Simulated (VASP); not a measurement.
Input of a VASP 6.6.1 run:

Contents of INCAR:

```
SYSTEM = ZnO
PREC     = Accurate       ! precision mode
ENCUT    = 520            ! plane-wave cutoff, eV
EDIFF    = 1E-6           ! SCF threshold, eV
ISMEAR   = 0              ! smearing method
SIGMA    = 0.02           ! smearing width, eV
LREAL    = .FALSE.        ! projectors in reciprocal space
LASPH    = .TRUE.         ! aspherical terms in the spheres
NELM     = 60             ! most SCF steps
ALGO     = Normal         ! electronic algorithm
ISIF     = 2              ! what is computed and relaxed
LWAVE    = .FALSE.        ! write WAVECAR
LCHARG   = .FALSE.        ! write CHGCAR
NBANDS   = 26             ! bands
```

The input KPOINTS:

```
regular mesh
0
G
  21 21 12
  0 0 0
```

The input POSCAR:

```
ZnO
1.0
    3.1871106296      0.0000000000      0.0000000000
   -1.5935553148      2.7601187699      0.0000000000
    0.0000000000      0.0000000000      5.1524904421
Zn O
2 2
Direct
    0.3333333333      0.6666666667      0.5002883124
    0.6666666667      0.3333333333      0.0002883124
    0.6666666667      0.3333333333      0.3787216876
    0.3333333333      0.6666666667      0.8787216876
```

Potentials or basis: VASP PAW LDA potentials, release 64 (Zn, O).

Run with:

```console
$ cat potpaw_LDA.64/Zn/POTCAR potpaw_LDA.64/O/POTCAR > POTCAR
$ mpirun -np 1 vasp_std > vasp.out
```

Task: Estimate the band gap on the k mesh.

Result: 0.81 eV, direct.

Task: What does it give for the pressure?

Result: 1.1 GPa.

**Measured values to compare with.**

From “Electronic structure of alkaline earth and post-transition metal oxides”, 2009, arxiv:0908.1581, for a bulk crystal of ZnO: band gap 3.37 eV.

Measured gap of ZnO: 3.37 eV (quoted in “Electronic structure of alkaline earth and post-transition metal oxides”, 2009, arxiv:0908.1581). This calculation gives 0.81 eV (-2.56 eV). So large a miss can be the level of theory's own, or it may mean another phase, state or a wrong row. The value is that of LDA on a finite k mesh, which can miss the band edges, without temperature or zero-point motion. Semilocal functionals fall short of measured gaps as a rule.
